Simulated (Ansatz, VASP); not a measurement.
One calculation of WS2, two programs

The input INCAR:

```
PREC = Accurate
ENCUT = 520
EDIFF = 1E-7
ISMEAR = 0
SIGMA = 0.05
LREAL = F
LASPH = T
NELM = 80
ALGO = Normal
ISIF = 2
LWAVE = F
LCHARG = F
GGA = PS
NBANDS = 35
```

File KPOINTS:

```
Automatic mesh
0
Gamma
  12 12 2
```

POSCAR

```
WS2
1.0
    3.1462408358      0.0000000000      0.0000000000
   -1.5731204179      2.7247244902      0.0000000000
    0.0000000000      0.0000000000     12.6966546967
W S
2 4
Direct
    0.3333333333      0.6666666667      0.2500000000
    0.6666666667      0.3333333333      0.7500000000
    0.3333333333      0.6666666667      0.6462389580
    0.6666666667      0.3333333333      0.1462389580
    0.3333333333      0.6666666667      0.8537610420
    0.6666666667      0.3333333333      0.3537610420
```

Input for Ansatz:

```yaml
crystal:
  lattice:
    - [3.1462408358, 0.0, 0.0]
    - [-1.5731204179, 2.7247244902, 0.0]
    - [0.0, 0.0, 12.6966546967]
  atoms:
    - { symbol: W, position: [0.3333333333, 0.6666666667, 0.25] }
    - { symbol: W, position: [0.6666666667, 0.3333333333, 0.75] }
    - { symbol: S, position: [0.3333333333, 0.6666666667, 0.646238958] }
    - { symbol: S, position: [0.6666666667, 0.3333333333, 0.146238958] }
    - { symbol: S, position: [0.3333333333, 0.6666666667, 0.853761042] }
    - { symbol: S, position: [0.6666666667, 0.3333333333, 0.353761042] }
basis:
  ecutwfc: 420
kpoints:
  mp_grid: { grid: [12, 12, 2] }
hamiltonian:
  xc: pbesol
  pseudopotentials: { kind: paw, azcp: { folder: soft_1 } }
scf:
  occupations: { method: gaussian, width: 0.05 }
output:
  forces: true
  stress: true
  eigenvalues: true
```

Alike in both runs: task single point; functional PBEsol; k mesh 12 × 12 × 2; occupations gaussian, width 0.05 eV; no spin polarisation.

|  | VASP | Ansatz |
| --- | --- | --- |
| version | VASP 6.6.1 | Ansatz 0.2.0 |
| potentials or method | VASP PAW PBE potentials, release 64 (W_sv, S), cutoff 520 eV | scalar-relativistic, plane waves, PAW |
| valence electrons in the cell | 52 | 52 |

VASP gave:

- gap on the k mesh at the Fermi level (eV): none
- rms of the force components (eV/Å): 3.254

Task: Which values does Ansatz return?

Result: gap on the k mesh at the Fermi level (eV): none; rms of the force components (eV/Å): 3.247.

VASP's potentials were made for PBE, not for PBEsol, and Ansatz warns of the same on its side. Atom by atom the forces differ by 0.007 eV/Å (rms over components). A gap of «none» marks a metal or a gap that the smearing closes.

Neither program's run includes spin-orbit coupling.
